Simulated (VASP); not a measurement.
# ZnS (P6_3mc) in VASP: a series of runs

ZnS is run at these levels: PBEsol; tasks: relaxation of cell and atoms.

All numbers are computed with VASP 6.6.1; they aren't measurements. Logs are shortened: lines on timing, memory, paths and dates and some standing lists are left out, and cuts for length are marked.

### 1 The cell of the first run

Symmetry: P6_3mc, No. 186, hexagonal system. The conventional cell has a = 3.782 Å, b = 3.782 Å, c = 6.209 Å, α = 90.00°, β = 90.00°, γ = 120.00°. Within 3.1 Å of Zn (site symmetry 3m) lie 4 S at 2.32 Å. S (site symmetry 3m) has 4 Zn at 2.32 Å within 3.1 Å.

### 2 Relaxation of cell and atoms, PBEsol, target pressure 7 GPa, at which the enthalpy is minimised

INCAR

```
SYSTEM = ZnS
ALGO     = Normal         ! electronic algorithm
EDIFF    = 1E-6           ! SCF threshold, eV
EDIFFG   = -0.002         ! ionic threshold
ENCUT    = 600            ! plane-wave cutoff, eV
GGA      = PS             ! functional
IBRION   = 2              ! ionic algorithm
ISIF     = 3              ! what is computed and relaxed
ISMEAR   = 0              ! smearing method
LASPH    = .TRUE.         ! aspherical terms in the spheres
LCHARG   = .FALSE.        ! write CHGCAR
LREAL    = .FALSE.        ! projectors in reciprocal space
LWAVE    = .FALSE.        ! write WAVECAR
NELM     = 60             ! most SCF steps
NSW      = 100            ! ionic steps
PREC     = Accurate       ! precision mode
PSTRESS  = 70.0         
SIGMA    = 0.01           ! smearing width, eV
```

KPOINTS

```
k-points
0
G
  6 6 4
  0 0 0
```

POSCAR

```
ZnS
1.0
    3.7815727570      0.0000000000      0.0000000000
   -1.8907863785      3.2749380738      0.0000000000
    0.0000000000      0.0000000000      6.2089827959
Zn S
2 2
Direct
    0.3333333333      0.6666666667      0.0054426075
    0.6666666667      0.3333333333      0.5054426075
    0.3333333333      0.6666666667      0.3795573925
    0.6666666667      0.3333333333      0.8795573925
```

Potentials or basis: VASP PAW PBE potentials, release 64 (Zn, S).

Launch:

```sh
$ cat potpaw_PBE.64/Zn/POTCAR potpaw_PBE.64/S/POTCAR > POTCAR
$ mpirun -np 1 vasp_std > vasp.out
```

OUTCAR:

```text
SYSTEM = ZnS
   EDIFF = 1E-6
   EDIFFG = -0.002
   ENCUT = 600
   GGA = PS
   IBRION = 2
   ISIF = 3
   ISMEAR = 0
   LASPH = .TRUE.
   LREAL = .FALSE.
   NELM = 60
   NSW = 100
   PREC = Accurate
   PSTRESS = 70.0

 ion  position               nearest neighbor table
   1  0.333  0.667  0.005-   4 2.32   4 2.32   4 2.32   3 2.32
   2  0.667  0.333  0.505-   3 2.32   3 2.32   3 2.32   4 2.32
   3  0.333  0.667  0.380-   2 2.32   2 2.32   2 2.32   1 2.32
   4  0.667  0.333  0.880-   1 2.32   1 2.32   1 2.32   2 2.32

  LATTYP: Found a hexagonal cell.
 ALAT       =     3.7815727570
 C/A-ratio  =     1.6419048885

  Lattice vectors:

 A1 = (   3.7815727570,   0.0000000000,   0.0000000000)
 A2 = (  -1.8907863785,   3.2749380738,   0.0000000000)
 A3 = (   0.0000000000,   0.0000000000,   6.2089827959)

Analysis of symmetry for initial positions (statically):
=====================================================================
 Subroutine PRICEL returns:
 Original cell was already a primitive cell.

 Routine SETGRP: Setting up the symmetry group for a
 hexagonal supercell.

 Subroutine GETGRP returns: Found 12 space group operations
 (whereof  6 operations were pure point group operations)
 out of a pool of 24 trial point group operations.

The static configuration has the point symmetry C_3v.
 The point group associated with its full space group is C_6v.

Analysis of symmetry for dynamics (positions and initial velocities):
=====================================================================
 Subroutine PRICEL returns:
 Original cell was already a primitive cell.

 Routine SETGRP: Setting up the symmetry group for a
 hexagonal supercell.

 Subroutine GETGRP returns: Found 12 space group operations
 (whereof  6 operations were pure point group operations)
 out of a pool of 24 trial point group operations.

The dynamic configuration has the point symmetry C_3v.
 The point group associated with its full space group is C_6v.

 Subroutine INISYM returns: Found 12 space group operations
 (whereof  6 operations are pure point group operations),
 and found     1 'primitive' translations

----------------------------------------------------------------------------------------

                                     Primitive cell

  volume of cell :      76.8946

  direct lattice vectors                    reciprocal lattice vectors
     3.781572757  0.000000000  0.000000000     0.264440238  0.152674643  0.000000000
    -1.890786379  3.274938074  0.000000000     0.000000000  0.305349285  0.000000000
[... 77 lines left out ...]
   ISTART =      0    job   : 0-new  1-cont  2-samecut
   ICHARG =      2    charge: 1-file 2-atom 10-const
   ISPIN  =      1    spin polarized calculation?
   LNONCOLLINEAR =      F non collinear calculations
   LSORBIT =      F    spin-orbit coupling
   LASPH  =      T    aspherical Exc in radial PAW
   ENCUT  =  600.0 eV  44.10 Ry    6.64 a.u.   7.55  7.55 12.40*2*pi/ulx,y,z
   NELM   =     60;   NELMIN=  2; NELMDL= -5     # of ELM steps
   EDIFF  = 0.1E-05   stopping-criterion for ELM
   LREAL  =      F    real-space projection
   EDIFFG = -.2E-02   stopping-criterion for IOM
   NSW    =    100    number of steps for IOM
   IBRION =      2    ionic relax: 0-MD 1-quasi-New 2-CG
   NFREE  =      1    steps in history (QN), initial steepest desc. (CG)
   ISIF   =      3    stress and relaxation
   ISYM   =      2    0-nonsym 1-usesym 2-fastsym
   POTIM  = 0.5000    time-step for ionic-motion
   TEBEG  =    0.0;   TEEND  =   0.0 temperature during run
   PSTRESS=   70.0 pullay stress
   NELECT =      36.0000    total number of electrons
   NUPDOWN=      -1.0000    fix difference up-down
   EMIN   =  10.00;   EMAX   =-10.00  energy-range for DOS
   EFERMI =   0.00;   METHOD = LEGACY
   ISMEAR =     0;   SIGMA  =   0.01  broadening in eV -4-tet -1-fermi 0-gaus
   EFERMI_NEDOS =   21; number of points for ismear=-14 and -15
   IALGO  =     38    algorithm
   IMIX   =      4    mixing-type and parameters
     AMIX     =   0.40;   BMIX     =  1.00
     AMIX_MAG =   1.60;   BMIX_MAG =  1.00
  volume/ion in A,a.u.               =      19.22       129.73
  Fermi-wavevector in a.u.,A,eV,Ry     =   1.271190  2.402200 21.985967  1.615923
  Thomas-Fermi vector in A             =   2.404136
   LORBIT       =      0    0 simple, 1 ext, 2 COOP (PROOUT), +10 PAW based schemes
   GGA     = PS    functional components
   LHFCALC =     F    Hartree Fock is set to
   AEXX    =    0.0000 exact exchange contribution
   IVDW    =     0    specifies the selected vdW correction
   LEPSILON=     F    determine dielectric tensor
   LRPA    =     F    only Hartree local field effects (RPA)
 conjugate gradient relaxation of ions
 non-spin polarized calculation
 Gauss-broadening in eV      SIGMA  =   0.01
  energy-cutoff  :      600.00
  volume of cell :       76.89
 maximum number of plane-waves:      2583
   NGX = 15   NGY = 15   NGZ = 25

--------------------------------------- Ionic step        1  -------------------------------------------

 number of electron      35.9999993 magnetization

 Free energy of the ion-electron system (eV)
  ---------------------------------------------------
  ext. energy  EPLUGINS =         0.00000000
  ---------------------------------------------------
  free energy    TOTEN  =       -15.16389456 eV

  energy without entropy =      -15.16389456  energy(sigma->0) =      -15.16389456

 E-fermi :   2.3475     XC(G=0):  -9.9641

 val. band max:        2.2806442377   @ k =   0.0000   0.0000   0.0000
 cond. band min:       4.4407874835   @ k =   0.0000   0.0000   0.0000
 fundamental gap:      2.1601432458
 Fermi energy:         2.3474699974

 k-point     1 :       0.0000    0.0000    0.0000
  band No.  band energies     occupation
      1     -11.0879      2.00000
      2     -10.0915      2.00000
      3      -4.2103      2.00000
      4      -4.1935      2.00000
      5      -4.1935      2.00000
      6      -4.1078      2.00000
[... 629 lines left out ...]
  energy  without entropy=      -15.0514698884  energy(sigma->0) =      -15.05146989

  enthalpy is  TOTEN    =       -11.9258959285 eV   P V=        3.1255739599

[... ionic steps 4 to 20 ...]

--------------------------------------- Ionic step       21  -------------------------------------------

 number of electron      36.0000004 magnetization

------------------------ aborting loop because EDIFF is reached ----------------------------------------
[... 75 lines left out ...]
--------------------------------------- Ionic step       23  -------------------------------------------

 number of electron      36.0000004 magnetization

 Free energy of the ion-electron system (eV)
  ---------------------------------------------------
  ext. energy  EPLUGINS =         0.00000000
  ---------------------------------------------------
  free energy    TOTEN  =       -15.04946387 eV

  energy without entropy =      -15.04946387  energy(sigma->0) =      -15.04946387

 E-fermi :   3.1084     XC(G=0): -10.3135

 val. band max:        3.0199970464   @ k =   0.0000   0.0000   0.0000
 cond. band min:       5.5063687996   @ k =   0.0000   0.0000   0.0000
 fundamental gap:      2.4863717532
 Fermi energy:         3.1084471128

 k-point     1 :       0.0000    0.0000    0.0000
  band No.  band energies     occupation
      1     -10.9164      2.00000
      2      -9.7772      2.00000
      3      -3.8309      2.00000
      4      -3.8029      2.00000
      5      -3.8029      2.00000
      6      -3.7040      2.00000
[... 549 lines left out ...]
  energy  without entropy=      -15.0494638696  energy(sigma->0) =      -15.04946387

  enthalpy is  TOTEN    =       -11.9260700607 eV   P V=        3.1233938089

 reached required accuracy - stopping structural energy minimisation
```

OSZICAR:

```text
N       E                     dE             d eps       ncg     rms          rms(c)
DAV:   1     0.249359790704E+03    0.24936E+03   -0.19051E+04   924   0.219E+03
DAV:   2     0.941897023859E+01   -0.23994E+03   -0.23454E+03   942   0.408E+02
DAV:   3    -0.153594810183E+02   -0.24778E+02   -0.24636E+02  1110   0.127E+02
DAV:   4    -0.159719953744E+02   -0.61251E+00   -0.61178E+00  1080   0.207E+01
[... 143 lines left out ...]
DAV:   1    -0.150494261631E+02    0.74984E-04   -0.47248E-06   798   0.395E-02    0.429E-03
DAV:   2    -0.150494259664E+02    0.19664E-06   -0.11770E-06   462   0.260E-02
  22 F= -.11926070E+02 E0= -.11926070E+02  d E =-.406729E-05
       N       E                     dE             d eps       ncg     rms          rms(c)
DAV:   1    -0.150494638923E+02   -0.37729E-04   -0.80717E-07   462   0.150E-02    0.160E-03
DAV:   2    -0.150494638696E+02    0.22606E-07   -0.30207E-07   462   0.143E-02
  23 F= -.11926070E+02 E0= -.11926070E+02  d E =-.407504E-05
```

CONTCAR:

```text
ZnS
   1.00000000000000
     3.6878231394412544   -0.0000000000000000   -0.0000000000000000
    -1.8439115697206272    3.1937485233916973   -0.0000000000000000
    -0.0000000000000000   -0.0000000000000000    6.0697176039722152
  Zn              S
     2     2
Direct
     0.3333333332999970    0.6666666667000030    0.0059287334223244
     0.6666666667000030    0.3333333332999970    0.5059287334223244
     0.3333333332999970    0.6666666667000030    0.3790712665776736
     0.6666666667000030    0.3333333332999970    0.8790712665776736

  0.00000000E+00  0.00000000E+00  0.00000000E+00
  0.00000000E+00  0.00000000E+00  0.00000000E+00
  0.00000000E+00  0.00000000E+00  0.00000000E+00
  0.00000000E+00  0.00000000E+00  0.00000000E+00
```

Run time: 3.8 min. Hardware: 1 thread of Intel Xeon Platinum 8488C (Sapphire Rapids), shared host; peak memory 0.23 GiB.

Results:

```yaml
Free_energy: -15.0495 eV
Relaxed_volume: 17.87 Å³/atom
Relaxed_cell: a = 3.688 Å, b = 3.688 Å, c = 6.070 Å, α = 90.00°, β = 90.00°, γ = 120.00°
Space_group_after_relaxing_to_0.1_Å: P6_3mc (No. 186)
Energy_change_on_relaxing_the_run_minimises_the_enthalpy: +28.6 meV/atom
Ionic_steps: 23
Pressure_after_relaxing: 7.0 GPa
Band_gap_on_the_k_mesh: 2.49 eV
```

Step by step:
```tsv
step	energy change (eV)	largest force (eV/Å)	pressure (GPa)	volume (Å³)
1	0.0000	0.0025	0.19	76.89
2	0.3180	0.0305	12.54	68.15
3	0.1124	0.0181	6.71	71.54
4	0.1203	0.0187	7.20	71.36
5	0.1109	0.0120	6.91	71.57
6	0.1124	0.0131	6.96	71.54
7	0.1120	0.0123	6.91	71.55
8	0.1122	0.0134	6.93	71.54
9	0.1126	0.0080	7.00	71.53
10	0.1134	0.0008	7.05	71.51
11	0.1105	0.0009	6.90	71.58
12	0.1123	0.0011	6.98	71.54
13	0.1126	0.0001	6.95	71.53
14	0.1130	0.0002	6.98	71.52
15	0.1132	0.0003	6.98	71.52
16	0.1133	0.0004	6.98	71.51
17	0.1133	0.0004	6.99	71.51
18	0.1133	0.0008	6.96	71.51
19	0.1133	0.0006	6.97	71.51
20	0.1148	0.0019	7.05	71.48
21	0.1144	0.0009	6.98	71.49
22	0.1145	0.0016	7.01	71.49
23	0.1144	0.0010	6.99	71.49
```

Final structure:
```
Zn S
1.0
     3.68782    0.00000    0.00000
    -1.84391    3.19375    0.00000
     0.00000    0.00000    6.06972
Zn S
2 2
Direct
  0.33333 0.66667 0.00593
  0.66667 0.33333 0.50593
  0.33333 0.66667 0.37907
  0.66667 0.33333 0.87907
```

Levels at points of the mesh, in eV from the valence-band top:
```
           k point  band 14  band 15  band 16  band 17  band 18  band 19  band 20  band 21  band 22
(0.00, 0.00, 0.00)    -1.05    -1.05    -0.12     0.00     0.00     2.49     3.17     6.14     6.14
(0.50, 0.00, 0.00)    -4.57    -3.81    -2.63    -2.04    -1.04     3.43     4.36     4.87     6.72
(0.00, 0.00, 0.50)    -3.17    -0.55    -0.55    -0.55    -0.55     3.71     3.71     6.63     6.63
(0.50, 0.00, 0.50)    -5.39    -1.93    -1.93    -1.90    -1.90     3.38     3.38     5.03     5.03
```

Caveat: the cell is relaxed towards a set pressure, so the run minimises the enthalpy, not the energy; the PAW data sets were made with another functional, which shifts forces and pressure a little.

### 3 Relaxation of cell and atoms, PBEsol, target pressure 10 GPa, at which the enthalpy is minimised

INCAR

```
PREC = Accurate
ENCUT = 600
EDIFF = 1E-6
ISMEAR = 0
SIGMA = 0.01
LREAL = F
LASPH = T
NELM = 60
ALGO = Normal
ISIF = 3
LWAVE = F
LCHARG = F
GGA = PS
IBRION = 2
NSW = 100
EDIFFG = -0.002
PSTRESS = 100.0
```

KPOINTS

```
Automatic mesh
0
Gamma
  6 6 4
```

POSCAR is that of step 2.

Potentials or basis: VASP PAW PBE potentials, release 64 (Zn, S).

Launch:

```sh
$ cat potpaw_PBE.64/Zn/POTCAR potpaw_PBE.64/S/POTCAR > POTCAR
$ mpirun -np 1 vasp_std > vasp.out
```

Run time: 4.3 min. Hardware: 1 thread of Intel Xeon Platinum 8488C (Sapphire Rapids), shared host; peak memory 0.23 GiB.

It converged, with:

```
Free energy                                                : -14.9517 eV
Relaxed volume                                             : 17.41 Å³/atom
Relaxed cell                                               : a = 3.653 Å, b = 3.653 Å, c = 6.025 Å, α = 90.00°, β = 90.00°, γ = 120.00°
Space group after relaxing (to 0.1 Å)                      : P6_3mc (No. 186)
Energy change on relaxing (the run minimises the enthalpy) : +53.0 meV/atom
Ionic steps                                                : 22
Pressure after relaxing                                    : 10.0 GPa
Band gap on the k mesh                                     : 2.60 eV
```

Step by step:
```tsv
step	energy change (eV)	largest force (eV/Å)	pressure (GPa)	volume (Å³)
1	0.0000	0.0025	0.19	76.89
2	0.6933	0.0500	20.67	64.52
3	0.2072	0.0263	9.90	69.73
4	0.2158	0.0270	10.10	69.59
5	0.2095	0.0181	9.95	69.68
6	0.2045	0.0109	9.81	69.76
7	0.2068	0.0064	9.92	69.73
8	0.2078	0.0047	9.91	69.71
9	0.2098	0.0007	9.99	69.68
10	0.2104	0.0005	9.92	69.67
11	0.2115	0.0022	10.01	69.65
12	0.2111	0.0014	9.96	69.66
13	0.2112	0.0030	9.99	69.65
14	0.2114	0.0027	9.97	69.65
15	0.2123	0.0008	9.99	69.64
16	0.2126	0.0022	10.02	69.63
17	0.2124	0.0004	9.98	69.63
18	0.2125	0.0025	10.01	69.63
19	0.2124	0.0002	9.97	69.63
20	0.2125	0.0021	10.01	69.63
21	0.2119	0.0012	9.97	69.64
22	0.2122	0.0000	10.00	69.64
```

Final structure:
```
Zn S
1.0
     3.65336    0.00000    0.00000
    -1.82668    3.16390    0.00000
     0.00000    0.00000    6.02466
Zn S
2 2
Direct
  0.33333 0.66667 0.00624
  0.66667 0.33333 0.50624
  0.33333 0.66667 0.37876
  0.66667 0.33333 0.87876
```

Levels at points of the mesh, in eV from the valence-band top:
| k point | band 16 | band 17 | band 18 | band 19 | band 20 | band 21 |
| --- | --- | --- | --- | --- | --- | --- |
| (0.00, 0.00, 0.00) | -0.14 | 0.00 | 0.00 | 2.60 | 3.23 | 6.12 |
| (0.50, 0.00, 0.00) | -2.73 | -2.15 | -1.08 | 3.40 | 4.41 | 4.83 |
| (0.00, 0.00, 0.50) | -0.58 | -0.58 | -0.58 | 3.78 | 3.78 | 6.61 |
| (0.50, 0.00, 0.50) | -2.02 | -1.98 | -1.98 | 3.36 | 3.36 | 4.99 |

Caveat: the cell is relaxed towards a set pressure, so the run minimises the enthalpy, not the energy; the PAW data sets were made with another functional, which shifts forces and pressure a little.

### 4 Relaxation of cell and atoms, PBEsol, target pressure 15 GPa, at which the enthalpy is minimised

INCAR

```
PREC = Accurate ; ENCUT = 600
EDIFF = 1E-6 ; ISMEAR = 0
SIGMA = 0.01 ; LREAL = F
LASPH = T ; NELM = 100
ALGO = Normal ; ISIF = 3
LWAVE = F ; LCHARG = F
GGA = PS ; IBRION = 2
NSW = 100 ; EDIFFG = -0.002
PSTRESS = 150.0
```

KPOINTS is that of step 3.

POSCAR is that of step 3.

Launch:

```sh
$ cat potpaw_PBE.64/Zn/POTCAR potpaw_PBE.64/S/POTCAR > POTCAR
$ mpirun -np 1 vasp_std > vasp.out
```

It took 5.1 min on 1 thread of Intel Xeon Platinum 8488C (Sapphire Rapids), shared host; peak memory 0.22 GiB.

Results (log left out):

| Property | Result |
| --- | --- |
| Free energy | -14.7474 eV |
| Relaxed volume | 16.75 Å³/atom |
| Relaxed cell | a = 3.603 Å, b = 3.603 Å, c = 5.959 Å, α = 90.00°, β = 90.00°, γ = 120.00° |
| Space group after relaxing (to 0.1 Å) | P6_3mc (No. 186) |
| Energy change on relaxing (the run minimises the enthalpy) | +104.1 meV/atom |
| Ionic steps | 22 |
| Pressure after relaxing | 15.0 GPa |
| Band gap on the k mesh | 2.77 eV |

Step by step:
| step | energy change (eV) | largest force (eV/Å) | pressure (GPa) | volume (Å³) |
| --- | --- | --- | --- | --- |
| 1 | 0.0000 | 0.0025 | 0.19 | 76.89 |
| 2 | 1.7420 | 0.0921 | 38.93 | 58.76 |
| 3 | 0.3952 | 0.0395 | 14.55 | 67.24 |
| 4 | 0.4124 | 0.0404 | 14.94 | 67.05 |
| 5 | 0.4302 | 0.0414 | 15.33 | 66.87 |
| 6 | 0.4012 | 0.0257 | 14.76 | 67.17 |
| 7 | 0.4063 | 0.0286 | 14.85 | 67.12 |
| 8 | 0.4096 | 0.0202 | 14.81 | 67.08 |
| 9 | 0.4203 | 0.0074 | 15.10 | 66.96 |
| 10 | 0.4178 | 0.0010 | 14.95 | 66.99 |
| 11 | 0.4183 | 0.0025 | 15.03 | 66.98 |
| 12 | 0.4181 | 0.0009 | 15.05 | 66.98 |
| 13 | 0.4123 | 0.0031 | 14.93 | 67.05 |
| 14 | 0.4168 | 0.0020 | 15.06 | 67.00 |
| 15 | 0.4149 | 0.0024 | 14.96 | 67.02 |
| 16 | 0.4157 | 0.0026 | 15.00 | 67.01 |
| 17 | 0.4158 | 0.0027 | 15.01 | 67.01 |
| 18 | 0.4158 | 0.0024 | 14.98 | 67.01 |
| 19 | 0.4175 | 0.0039 | 15.05 | 66.99 |
| 20 | 0.4164 | 0.0001 | 14.98 | 67.00 |
| 21 | 0.4166 | 0.0012 | 15.03 | 67.00 |
| 22 | 0.4165 | 0.0005 | 14.99 | 67.00 |

Final structure:
```
Zn S
1.0
     3.60335    0.00000    0.00000
    -1.80167    3.12059    0.00000
     0.00000    0.00000    5.95851
Zn S
2 2
Cartesian
  0.0000 2.0804 0.0399
  1.8017 1.0402 3.0191
  0.0000 2.0804 2.2542
  1.8017 1.0402 5.2334
```

Levels at points of the mesh, in eV from the valence-band top:
| k point | band 14 | band 15 | band 16 | band 17 | band 18 | band 19 | band 20 | band 21 | band 22 |
| --- | --- | --- | --- | --- | --- | --- | --- | --- | --- |
| (0.00, 0.00, 0.00) | -1.16 | -1.16 | -0.17 | 0.00 | 0.00 | 2.77 | 3.31 | 6.08 | 6.08 |
| (0.50, 0.00, 0.00) | -4.86 | -4.18 | -2.89 | -2.30 | -1.15 | 3.34 | 4.47 | 4.76 | 6.62 |
| (0.00, 0.00, 0.50) | -3.39 | -0.61 | -0.61 | -0.61 | -0.61 | 3.88 | 3.88 | 6.58 | 6.58 |
| (0.50, 0.00, 0.50) | -5.73 | -2.15 | -2.15 | -2.09 | -2.09 | 3.32 | 3.32 | 4.94 | 4.94 |

Caveat: the cell is relaxed towards a set pressure, so the run minimises the enthalpy, not the energy; the PAW data sets were made with another functional, which shifts forces and pressure a little.

### 5 Summary

| cell | gap on the mesh (eV) | pressure (GPa) |
| --- | --- | --- |
| relaxed to 7 GPa | 2.49 | 7.0 |
| relaxed to 10 GPa | 2.60 | 10.0 |
| relaxed to 15 GPa | 2.77 | 15.0 |

Alike in all rows: task relaxation of cell and atoms; level PBEsol; potentials or basis VASP PAW PBE potentials, release 64 (Zn, S); no spin polarisation; k mesh 6 × 6 × 4; cutoff (eV) 600; smearing gaussian 0.01 eV.

Caveats: the cell is relaxed towards a set pressure, so the run minimises the enthalpy, not the energy; the PAW data sets were made with another functional, which shifts forces and pressure a little.

Total energies depend on the potentials used, so only differences within one code and one set of settings carry meaning.
